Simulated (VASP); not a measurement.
# Ti4O in VASP: notebook

Ti4O is run at these levels: PBE; tasks: single point.

Everything below comes from runs of VASP 6.6.1. Logs are shortened: lines on timing, memory, paths and dates and some standing lists are left out, and cuts for length are marked.

### Step 1. The cell of the first run

The cell holds a slab with vacuum, 5 atoms: a = 3.255 Å, b = 3.255 Å, c = 20.179 Å, α = 90.00°, β = 90.00°, γ = 90.00°.

### Step 2. Single point, PBE

INCAR

```
SYSTEM = Ti4O
  PREC = Accurate
  ENCUT = 520
  EDIFF = 1E-6
  ISMEAR = 0
  SIGMA = 0.1
  LREAL = .False.
  LASPH = .True.
  NELM = 60
  ALGO = Normal
  ISIF = 2
  LWAVE = .False.
  LCHARG = .False.
  LDIPOL = .True.
  IDIPOL = 3
  DIPOL = 0.5 0.5 0.343
  GGA = PE
  NBANDS = 35
```

KPOINTS

```
Automatic mesh
0
Gamma
  8 8 1
  0 0 0
```

POSCAR

```
Ti4O
1.0
    3.2553359278      0.0000000000      0.0000000000
    0.0000000000      3.2553359278      0.0000000000
    0.0000000000      0.0000000000     20.1793674396
Ti O
4 1
Direct
    0.5000000000      0.5000000000      0.1982222690
    0.0000000000      0.0000000000      0.2788822782
    0.5000000000      0.5000000000      0.3551865237
    0.0000000000      0.0000000000      0.4301109767
    0.3750000000      0.5000000000      0.4537783581
```

Potentials or basis: VASP PAW PBE potentials, release 64 (Ti_sv, O).

On the command line:

```sh
$ cat potpaw_PBE.64/Ti_sv/POTCAR potpaw_PBE.64/O/POTCAR > POTCAR
$ mpirun -np 1 vasp_std > vasp.out
```

OUTCAR:

```text
SYSTEM = Ti4O
   PREC = Accurate
   ENCUT = 520
   EDIFF = 1E-6
   ISMEAR = 0
   LREAL = .False.
   LASPH = .True.
   NELM = 60
   ISIF = 2
   GGA = PE

 ion  position               nearest neighbor table
   1  0.500  0.500  0.198-   2 2.82   2 2.82   2 2.82   2 2.82
   2  0.000  0.000  0.279-   3 2.77   3 2.77   3 2.77   3 2.77   1 2.82   1 2.82   1 2.82   1 2.82

   3  0.500  0.500  0.355-   5 2.03   4 2.75   4 2.75   4 2.75   4 2.75   2 2.77   2 2.77   2 2.77
                             2 2.77
   4  0.000  0.000  0.430-   5 2.09   5 2.09   3 2.75   3 2.75   3 2.75   3 2.75
   5  0.375  0.500  0.454-   3 2.03   4 2.09   4 2.09

  LATTYP: Found a simple tetragonal cell.
 ALAT       =     3.2553359278
 C/A-ratio  =     6.1988587007

  Lattice vectors:

 A1 = (   3.2553359278,   0.0000000000,   0.0000000000)
 A2 = (   0.0000000000,   3.2553359278,   0.0000000000)
 A3 = (   0.0000000000,   0.0000000000,  20.1793674396)

Analysis of symmetry for initial positions (statically):
=====================================================================
 Subroutine PRICEL returns:
 Original cell was already a primitive cell.

 Routine SETGRP: Setting up the symmetry group for a
 simple tetragonal supercell.

 Subroutine GETGRP returns: Found  2 space group operations
 (whereof  2 operations were pure point group operations)
 out of a pool of 16 trial point group operations.

The static configuration has the point symmetry C_1h.

Analysis of symmetry for dynamics (positions and initial velocities):
=====================================================================
 Subroutine PRICEL returns:
 Original cell was already a primitive cell.

 Routine SETGRP: Setting up the symmetry group for a
 simple tetragonal supercell.

 Subroutine GETGRP returns: Found  2 space group operations
 (whereof  2 operations were pure point group operations)
 out of a pool of 16 trial point group operations.

The dynamic configuration has the point symmetry C_1h.

 Subroutine INISYM returns: Found  2 space group operations
 (whereof  2 operations are pure point group operations),
 and found     1 'primitive' translations

----------------------------------------------------------------------------------------

                                     Primitive cell

  volume of cell :     213.8450

  direct lattice vectors                    reciprocal lattice vectors
     3.255335928  0.000000000  0.000000000     0.307187959  0.000000000  0.000000000
     0.000000000  3.255335928  0.000000000     0.000000000  0.307187959  0.000000000
     0.000000000  0.000000000 20.179367440     0.000000000  0.000000000  0.049555567

  length of vectors
     3.255335928  3.255335928 20.179367440     0.307187959  0.307187959  0.049555567

  position of ions in fractional coordinates (direct lattice)
     0.500000000  0.500000000  0.198222269
     0.000000000  0.000000000  0.278882278
     0.500000000  0.500000000  0.355186524
     0.000000000  0.000000000  0.430110977
     0.375000000  0.500000000  0.453778358

  ion indices of the primitive-cell ions
   primitive index   ion index
                 1           1
                 2           2
                 3           3
                 4           4
                 5           5

----------------------------------------------------------------------------------------

 KPOINTS: Automatic mesh

Automatic generation of k-mesh.
 Grid dimensions read from file:
 generate k-points for:    8    8    1

 Generating k-lattice:

  Cartesian coordinates                     Fractional coordinates (reciprocal lattice)
     0.038398495  0.000000000  0.000000000     0.125000000  0.000000000  0.000000000
     0.000000000  0.038398495  0.000000000     0.000000000  0.125000000  0.000000000
     0.000000000  0.000000000  0.049555567     0.000000000  0.000000000  1.000000000

  Length of vectors
     0.038398495  0.038398495  0.049555567

  Shift w.r.t. Gamma in fractional coordinates (k-lattice)
     0.000000000  0.000000000  0.000000000

 Subroutine IBZKPT returns following result:
 ===========================================

 Found     25 irreducible k-points:

 Following reciprocal coordinates:
            Coordinates               Weight
  0.000000  0.000000  0.000000      1.000000
  0.125000  0.000000  0.000000      2.000000
  0.000000  0.125000  0.000000      2.000000
  0.250000  0.000000  0.000000      2.000000
  0.000000  0.250000  0.000000      2.000000
  0.375000  0.000000  0.000000      2.000000
[... 16 lines left out ...]
  0.500000  0.375000  0.000000      2.000000
 -0.375000  0.500000  0.000000      2.000000
   k-points           NKPTS =     25   k-points in BZ     NKDIM =     25   number of bands    NBANDS=     35
   number of dos      NEDOS =    301   number of ions     NIONS =      5
   total plane-waves  NPLWV =  86400
   dimension x,y,z NGX =    24 NGY =   24 NGZ =  150
   dimension x,y,z NGXF=    48 NGYF=   48 NGZF=  300
   ions per type =               4   1
   NGX,Y,Z   is equivalent  to a cutoff of  12.26, 12.26, 12.36 a.u.
   NGXF,Y,Z  is equivalent  to a cutoff of  24.51, 24.51, 24.72 a.u.
 SYSTEM =  Ti4O
   PREC   = accura    normal or accurate (medium, high low for compatibility)
   ISTART =      0    job   : 0-new  1-cont  2-samecut
   ICHARG =      2    charge: 1-file 2-atom 10-const
   ISPIN  =      1    spin polarized calculation?
   LNONCOLLINEAR =      F non collinear calculations
   LSORBIT =      F    spin-orbit coupling
   LASPH  =      T    aspherical Exc in radial PAW
   ENCUT  =  520.0 eV  38.22 Ry    6.18 a.u.   6.05  6.05 37.52*2*pi/ulx,y,z
   NELM   =     60;   NELMIN=  2; NELMDL= -5     # of ELM steps
   EDIFF  = 0.1E-05   stopping-criterion for ELM
   LREAL  =      F    real-space projection
[... 7 lines left out ...]
   TEBEG  =    0.0;   TEEND  =   0.0 temperature during run
   PSTRESS=    0.0 pullay stress
   NELECT =      54.0000    total number of electrons
   NUPDOWN=      -1.0000    fix difference up-down
   EMIN   =  10.00;   EMAX   =-10.00  energy-range for DOS
   EFERMI =   0.00;   METHOD = LEGACY
   ISMEAR =     0;   SIGMA  =   0.10  broadening in eV -4-tet -1-fermi 0-gaus
   EFERMI_NEDOS =   21; number of points for ismear=-14 and -15
   IALGO  =     38    algorithm
   IMIX   =      4    mixing-type and parameters
     AMIX     =   0.40;   BMIX     =  1.00
     AMIX_MAG =   1.60;   BMIX_MAG =  1.00
  volume/ion in A,a.u.               =      42.77       288.62
  Fermi-wavevector in a.u.,A,eV,Ry     =   1.034760  1.955413 14.568147  1.070729
  Thomas-Fermi vector in A             =   2.169071
   LORBIT       =      0    0 simple, 1 ext, 2 COOP (PROOUT), +10 PAW based schemes
   GGA     = PE    functional components
   LHFCALC =     F    Hartree Fock is set to
   AEXX    =    0.0000 exact exchange contribution
   IVDW    =     0    specifies the selected vdW correction
   LEPSILON=     F    determine dielectric tensor
   LRPA    =     F    only Hartree local field effects (RPA)
 non-spin polarized calculation
 Gauss-broadening in eV      SIGMA  =   0.10
  energy-cutoff  :      520.00
  volume of cell :      213.85
 maximum number of plane-waves:      5808
   NGX = 13   NGY = 13   NGZ = 75

 dipolmoment           0.000000      0.000000      0.019574 electrons x Angstroem

 number of electron      54.0000016 magnetization

 dipolmoment           0.000000      0.000000     -0.013489 electrons x Angstroem

 Free energy of the ion-electron system (eV)
  ---------------------------------------------------
  ext. energy  EPLUGINS =         0.00000000
  ---------------------------------------------------
  free energy    TOTEN  =       -38.87931594 eV

  energy without entropy =      -38.84229069  energy(sigma->0) =      -38.86080332

 E-fermi :   0.9599     XC(G=0):  -4.8996

 val. band max:        0.9547976603   @ k =   0.5000   0.1250   0.0000
 cond. band min:       0.9612015724   @ k =   0.0000   0.5000   0.0000
 fundamental gap:      0.0064039121
 Fermi energy:         0.9598566132

 k-point     1 :       0.0000    0.0000    0.0000
  band No.  band energies     occupation
      1     -56.4756      2.00000
      2     -56.0530      2.00000
      3     -55.4615      2.00000
      4     -55.2970      2.00000
      5     -32.8075      2.00000
      6     -32.8017      2.00000
[... 27 lines left out ...]
     34       2.4409      0.00000
     35       2.4765      0.00000

 k-point     2 :       0.1250    0.0000    0.0000
  band No.  band energies     occupation
      1     -56.4732      2.00000
      2     -56.0509      2.00000
      3     -55.4566      2.00000
      4     -55.3005      2.00000
      5     -32.8330      2.00000
      6     -32.7967      2.00000
[... 27 lines left out ...]
     34       2.2763      0.00000
     35       2.5641      0.00000

 k-point     3 :       0.0000    0.1250    0.0000
  band No.  band energies     occupation
      1     -56.4730      2.00000
      2     -56.0509      2.00000
      3     -55.4566      2.00000
      4     -55.3005      2.00000
      5     -32.8386      2.00000
      6     -32.7981      2.00000
[... 27 lines left out ...]
     34       2.4420      0.00000
     35       2.6113      0.00000
[... 723 lines left out ...]
 k-point    23 :       0.5000    0.3750    0.0000
  band No.  band energies     occupation
      1     -56.4487      2.00000
      2     -56.0304      2.00000
      3     -55.4112      2.00000
      4     -55.3192      2.00000
      5     -32.9539      2.00000
      6     -32.9216      2.00000
[... 27 lines left out ...]
     34       2.9315      0.00000
     35       2.9795      0.00000

 k-point    24 :      -0.3750    0.5000    0.0000
  band No.  band energies     occupation
      1     -56.4485      2.00000
      2     -56.0304      2.00000
      3     -55.4112      2.00000
      4     -55.3192      2.00000
      5     -32.9784      2.00000
      6     -32.9022      2.00000
[... 27 lines left out ...]
     34       2.8190      0.00000
     35       2.9368      0.00000

 [... further k-points ...]

------------------------ aborting loop because EDIFF is reached ----------------------------------------

 vacuum level on the upper side and lower side of the slab       (xc-potential included)        -0.270        -0.077

  FORCE on cell =-STRESS in cart. coord.  units (eV):
  Direction    XX          YY          ZZ          XY          YZ          ZX
  --------------------------------------------------------------------------------------
  -------------------------------------------------------------------------------------
  Total       -3.9805526     -4.6174164      1.1346164      0.0000000      0.0000000      0.7241402
  in kB      -29.8232371    -34.5947703      8.5008133      0.0000000      0.0000000      5.4254288
  external PRESSURE =     -18.6390647 kB  Pullay stress =       0.0000000 kB

 VOLUME and BASIS-vectors are now :
 -----------------------------------------------------------------------------
  energy-cutoff  :      520.00
  volume of cell :      213.85
      direct lattice vectors                 reciprocal lattice vectors
     3.255335928  0.000000000  0.000000000     0.307187959  0.000000000  0.000000000
     0.000000000  3.255335928  0.000000000     0.000000000  0.307187959  0.000000000
     0.000000000  0.000000000 20.179367440     0.000000000  0.000000000  0.049555567

 POSITION                                       TOTAL-FORCE (eV/Angst)
 -----------------------------------------------------------------------------------
      1.62767      1.62767      4.00000        -0.019463      0.000000      0.495610
      0.00000      0.00000      5.62767         0.032691      0.000000     -0.442636
      1.62767      1.62767      7.16744        -0.437537      0.000000     -1.408335
      0.00000      0.00000      8.67937         0.274361      0.000000      1.311206
      1.22075      1.62767      9.15696         0.149948      0.000000      0.044156
 -----------------------------------------------------------------------------------
    total drift:                                0.000001      0.000000      0.000179

  FREE ENERGIE OF THE ION-ELECTRON SYSTEM (eV)
  ---------------------------------------------------
  free  energy   TOTEN  =       -38.8793159414 eV

  energy  without entropy=      -38.8422906937  energy(sigma->0) =      -38.86080332

 vacuum level on the upper side and lower side of the slab         3.816         4.009
```

Run time: 2.2 min. Hardware: 1 thread of Intel Xeon 6975P-C (Granite Rapids), shared host; peak memory 0.36 GiB.

Results:

- Free energy: -38.8793 eV
- Largest force: 1.475 eV/Å
- Band gap on the k mesh: zero (band 27 reaches 1.41 eV, above the bottom of band 28 at 0.70 eV)

Forces in eV/Å, atoms in the order of the input:
```
Ti  -0.019  0.000  0.496
Ti   0.033  0.000 -0.443
Ti  -0.438  0.000 -1.408
Ti   0.274  0.000  1.311
O    0.150  0.000  0.044
```

Levels at points of the mesh, in eV from the Fermi level:
```csv
k point,band 24,band 25,band 26,band 27,band 28,band 29,band 30,band 31
"(0.00, 0.00, 0.00)",-1.78,-0.80,0.22,0.45,0.58,0.62,0.85,0.92
"(0.50, 0.00, 0.00)",-0.61,-0.37,0.02,0.07,0.16,0.71,0.79,1.29
"(0.00, 0.50, 0.00)",-0.70,-0.36,0.00,0.01,0.06,0.34,0.75,1.07
"(0.50, 0.50, 0.00)",-0.89,-0.74,-0.46,-0.41,-0.10,-0.07,1.20,1.71
```

### Step 3. Single point, PBE

INCAR

```
ALGO = Normal
DIPOL = 0.5 0.5 0.353
EDIFF = 1E-6
ENCUT = 520
GGA = PE
IDIPOL = 3
ISIF = 2
ISMEAR = 0
LASPH = T
LCHARG = T
LDIPOL = T
LELF = T
LREAL = F
LVACPOTAV = T
LVHAR = T
LWAVE = F
NBANDS = 35
NELM = 100
PREC = Accurate
SIGMA = 0.1
```

KPOINTS

```
k-points
0
Gamma
  8 8 1
```

POSCAR: that of step 2 with these lines changed.

```diff
@@ -12,2 +12,2 @@
     0.0000000000      0.0000000000      0.4301109767
-    0.3750000000      0.5000000000      0.4537783581
+    0.0000000000      0.2500000000      0.5004661021
```

Potentials or basis: VASP PAW PBE potentials, release 64 (Ti_sv, O).

On the command line:

```sh
$ cat potpaw_PBE.64/Ti_sv/POTCAR potpaw_PBE.64/O/POTCAR > POTCAR
$ mpirun -np 1 vasp_std > vasp.out
```

OUTCAR:

```text
EDIFF = 1E-6
   ENCUT = 520
   GGA = PE
   ISIF = 2
   ISMEAR = 0
   LASPH = T
   LREAL = F
   NELM = 100
   PREC = Accurate

 ion  position               nearest neighbor table
   1  0.500  0.500  0.198-   2 2.82   2 2.82   2 2.82   2 2.82
   2  0.000  0.000  0.279-   3 2.77   3 2.77   3 2.77   3 2.77   1 2.82   1 2.82   1 2.82   1 2.82

   3  0.500  0.500  0.355-   4 2.75   4 2.75   4 2.75   4 2.75   2 2.77   2 2.77   2 2.77   2 2.77

   4  0.000  0.000  0.430-   5 1.64   3 2.75   3 2.75   3 2.75   3 2.75
[... 1121 lines left out ...]
  -------------------------------------------------------------------------------------
  Total        0.5601769     -0.8873710      2.0374348      0.0000000      1.9288497      0.0000000
  in kB        4.1969771     -6.6483921     15.2649414      0.0000000     14.4513959      0.0000000
  external PRESSURE =       4.2711755 kB  Pullay stress =       0.0000000 kB

 VOLUME and BASIS-vectors are now :
 -----------------------------------------------------------------------------
  energy-cutoff  :      520.00
  volume of cell :      213.85
      direct lattice vectors                 reciprocal lattice vectors
     3.255335928  0.000000000  0.000000000     0.307187959  0.000000000  0.000000000
     0.000000000  3.255335928  0.000000000     0.000000000  0.307187959  0.000000000
     0.000000000  0.000000000 20.179367440     0.000000000  0.000000000  0.049555567

 POSITION                                       TOTAL-FORCE (eV/Angst)
 -----------------------------------------------------------------------------------
      1.62767      1.62767      4.00000         0.000000     -0.097634      0.596228
      0.00000      0.00000      5.62767         0.000000      0.299744     -0.622360
      1.62767      1.62767      7.16744         0.000000     -0.215978     -1.672083
      0.00000      0.00000      8.67937         0.000000     -1.437821      1.402185
      0.00000      0.81383     10.09909         0.000000      1.451688      0.296031
 -----------------------------------------------------------------------------------
    total drift:                                0.000000     -0.000001      0.000094

  FREE ENERGIE OF THE ION-ELECTRON SYSTEM (eV)
  ---------------------------------------------------
  free  energy   TOTEN  =       -36.5120459407 eV

  energy  without entropy=      -36.4727986137  energy(sigma->0) =      -36.49242228

 vacuum level on the upper side and lower side of the slab         6.844         2.578
```

OSZICAR:

```text
N       E                     dE             d eps       ncg     rms          rms(c)
DAV:   1     0.676153471525E+03    0.67615E+03   -0.29050E+04  1990   0.154E+03
DAV:   2     0.620295211709E+02   -0.61412E+03   -0.60189E+03  1848   0.485E+02
DAV:   3    -0.300489745489E+02   -0.92078E+02   -0.90272E+02  2883   0.161E+02
[... 24 lines left out ...]
DAV:  28    -0.365120362056E+02   -0.10425E-04   -0.18464E-06  1364   0.801E-03    0.317E-03
DAV:  29    -0.365120405956E+02   -0.43899E-05   -0.46020E-07  1171   0.488E-03    0.232E-03
DAV:  30    -0.365120431549E+02   -0.25593E-05   -0.20198E-07  1155   0.258E-03    0.162E-03
DAV:  31    -0.365120457079E+02   -0.25530E-05   -0.60426E-07  1143   0.362E-03    0.117E-03
DAV:  32    -0.365120459407E+02   -0.23275E-06   -0.13292E-07  1058   0.273E-03
   1 F= -.36512046E+02 E0= -.36492422E+02  d E =-.392473E-01
```

stdout:

```text
POSCAR found type information on POSCAR TiO
 POSCAR found :  2 types and       5 ions
 scaLAPACK will be used
 LDA part: xc-table for (Slater+PW92), standard interpolation
 POSCAR, INCAR and KPOINTS ok, starting setup
 FFT: planning ... GRIDC
 FFT: planning ... GRID_SOFT
 FFT: planning ... GRID
 WAVECAR not read
 entering main loop
 -----------------------------------------------------------------------------
|                                                                             |
|           W    W    AA    RRRRR   N    N  II  N    N   GGGG   !!!           |
|           W    W   A  A   R    R  NN   N  II  NN   N  G    G  !!!           |
|           W    W  A    A  R    R  N N  N  II  N N  N  G       !!!           |
|           W WW W  AAAAAA  RRRRR   N  N N  II  N  N N  G  GGG   !            |
|           WW  WW  A    A  R   R   N   NN  II  N   NN  G    G                |
|           W    W  A    A  R    R  N    N  II  N    N   GGGG   !!!           |
|                                                                             |
|     Did not find any points to average over, which means that no vacuum     |
|     field-free region was found. Please increase the size of  your cell     |
|     in the dimension of the dipole correction to obtain accurate            |
|     workfunction values.                                                    |
|                                                                             |
 -----------------------------------------------------------------------------
```

It took 3 min on 1 thread of Intel Xeon 6975P-C (Granite Rapids), shared host; peak memory 0.37 GiB.

What came out:

```yaml
Free_energy: -36.5120 eV
Largest_force: 2.008 eV/Å
Band_gap_on_the_k_mesh: zero (band 27 reaches -0.45 eV, above the bottom of band 28 at -1.02 eV)
```

Forces in eV/Å, atoms in the order of the input:
```
Ti   0.000 -0.098  0.596
Ti   0.000  0.300 -0.622
Ti   0.000 -0.216 -1.672
Ti   0.000 -1.438  1.402
O    0.000  1.452  0.296
```
